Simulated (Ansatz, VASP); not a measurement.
Two plane-wave programs on TiAl

```
CELL_PARAMETERS angstrom
3.07565 0.00000 0.00000
-1.53782 2.66359 0.00000
0.00000 0.00000 4.25035
ATOMIC_POSITIONS crystal
Ti 0.00000 0.00000 0.00000
Al 0.33333 0.66667 0.50000
```

Change from the starting cell: strain +0.080 along x and y, -0.080 along z, atoms carried along.

Alike in both runs: task single point; functional PBEsol; k mesh 24 × 24 × 14; occupations gaussian, width 0.15 eV; no spin polarisation.

```csv
,VASP,Ansatz
version,VASP 6.6.1,Ansatz 0.2.0
potentials or method,"VASP PAW PBE potentials, release 64 (Ti_sv, Al), cutoff 520 eV","scalar-relativistic, plane waves, PAW"
valence electrons in the cell,15,15
```

|  | VASP | Ansatz | Ansatz less VASP |
| --- | --- | --- | --- |
| gap on the k mesh at the Fermi level (eV) | none | none | - |
| pressure (GPa) | -4.0 | -4.1 | -0.04 |
| traceless stress, the component that is largest in VASP (GPa) | 10.35 | 10.32 | -0.032 |

VASP's potentials were made for PBE, not for PBEsol. A gap of «none» marks a metal or a gap that the smearing closes.
